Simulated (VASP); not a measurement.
Wanted: the native input for a VASP 6.6.1 run.

| Item | Value |
| --- | --- |
| Task | single point |
| Functional | PBE |
| Potentials or basis | VASP PAW PBE potentials, release 64 (Ti_sv, S) |
| Cutoff | 520 eV |
| k mesh | 9 × 9 × 1 |
| Occupations | gaussian, width 0.1 eV |
| Spin | no spin polarisation |
| Dipole correction | yes |
| Further INCAR settings | ALGO = Normal; EDIFF = 1e-06; NBANDS = 42 |

The structure of Ti5S lies in POSCAR:

```
Ti5S
1.0
    2.9381632086      0.0000000000      0.0000000000
   -1.4690816043      2.5445239791      0.0000000000
    0.0000000000      0.0000000000     24.7117068140
Ti S
5 1
Direct
    0.6666666667      0.3333333333      0.1618666015
    0.3333333333      0.6666666667      0.2559609806
    0.6666666667      0.3333333333      0.3506708119
    0.3333333333      0.6666666667      0.4475655916
    0.6666666667      0.3333333333      0.5346335206
    0.6666666667      0.6666666667      0.6142944552
```

One way to write it, as run:

INCAR

```
PREC     = Accurate       # precision mode
ENCUT    = 520            # plane-wave cutoff, eV
EDIFF    = 1E-6           # SCF threshold, eV
ISMEAR   = 0              # smearing method
SIGMA    = 0.1            # smearing width, eV
LREAL    = False          # projectors in reciprocal space
LASPH    = True           # aspherical terms in the spheres
NELM     = 100            # most SCF steps
ALGO     = Normal         # electronic algorithm
ISIF     = 2              # what is computed and relaxed
LWAVE    = False          # write WAVECAR
LCHARG   = False          # write CHGCAR
LDIPOL   = True         
IDIPOL   = 3            
DIPOL    = 0.5 0.5 0.394
GGA      = PE             # functional
NBANDS   = 42             # bands
```

KPOINTS

```
Automatic mesh
0
Gamma
  9 9 1
```

Potentials or basis: VASP PAW PBE potentials, release 64 (Ti_sv, S).

The run is started by

```sh
$ cat potpaw_PBE.64/Ti_sv/POTCAR potpaw_PBE.64/S/POTCAR > POTCAR
$ mpirun -np 1 vasp_std > vasp.out
```

Results of the run:

- Largest force: 1.543 eV/Å
- Band gap on the k mesh: zero (bands 33 and 34 overlap by 1.06 eV)

Wall time 8 min on 1 thread of Intel(R) Xeon(R) 6975P-C (Granite Rapids), on a shared host, peak memory 0.45 GiB.
